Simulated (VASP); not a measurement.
A run of VASP 6.6.1 is set up as follows.

Contents of INCAR:

```
  ALGO = Normal
  EDIFF = 1E-6
  ENCUT = 520
  GGA = PE
  ISIF = 2
  ISMEAR = 0
  LASPH = True
  LCHARG = False
  LREAL = False
  LWAVE = False
  NBANDS = 18
  NELM = 80
  PREC = Accurate
  SIGMA = 0.15
```

Contents of KPOINTS:

```
k-points
0
Gamma
  14 14 14
```

The input POSCAR:

```
BiTe
1.0
    0.0606562500      3.2350000000      3.2350000000
    3.2350000000      0.0606562500      3.2350000000
    3.2956562500      3.2956562500      0.0000000000
Bi Te
1 1
Direct
    0.0000000000      0.0000000000      0.0000000000
    0.5000000000      0.5000000000      0.5000000000
```

Potentials or basis: VASP PAW PBE potentials, release 64 (Bi_d, Te).

Launch:

```sh
$ cat potpaw_PBE.64/Bi_d/POTCAR potpaw_PBE.64/Te/POTCAR > POTCAR
$ mpirun -np 1 vasp_std > vasp.out
```

(1) Predict the band gap on the k mesh.

(2) Predict the pressure.

Answers

(1) zero (an odd number of electrons rules out a gap without spin polarisation).

(2) 0.7 GPa.

Caveat: the cell differs from its parent crystal (strain +0.0375 x Voigt [0, 0, 0, 0, 0, 1]); spin-orbit coupling is left out, which moves the levels of the heavy elements.
